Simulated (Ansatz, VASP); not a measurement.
# Si5S: VASP beside Ansatz

```xyz
6
Lattice="4.9018 0.0000 0.0000 -2.4509 4.2451 0.0000 0.0000 0.0000 4.6922" Properties=species:S:1:pos:R:3 pbc="T T T"
Si    0.0000    2.8301    0.0000
Si    2.4509    1.4150    0.0000
Si    2.4509    0.0000    2.3461
Si    1.2255    2.1225    2.3461
Si   -1.2255    2.1225    2.3461
S     0.0000    0.0000    0.0000
```

Change from the starting cell: species swapped into the LaCo5 type (P6/mmm, No. 191).

Alike in both runs: functional PBE; k mesh 6 × 6 × 4; occupations gaussian, width 0.1 eV; no spin polarisation.

Ansatz relaxed the structure, and its values are those at the end. VASP's run is a single point on that final structure, the one shown.

|  | VASP | Ansatz |
| --- | --- | --- |
| version | VASP 6.6.1 | Ansatz 0.2.0 |
| potentials or method | VASP PAW PBE potentials, release 64 (Si, S), cutoff 520 eV | scalar-relativistic, plane waves, PAW |
| valence electrons in the cell | 26 | 26 |

|  | VASP | Ansatz | Ansatz less VASP |
| --- | --- | --- | --- |
| gap on the k mesh at the Fermi level (eV) | none | none | - |
| pressure (GPa) | 0.0 | 0.0 | +0.06 |

A gap of «none» marks a metal or a gap that the smearing closes. With one functional, cell and mesh, what is left measures potentials, basis and numerics.
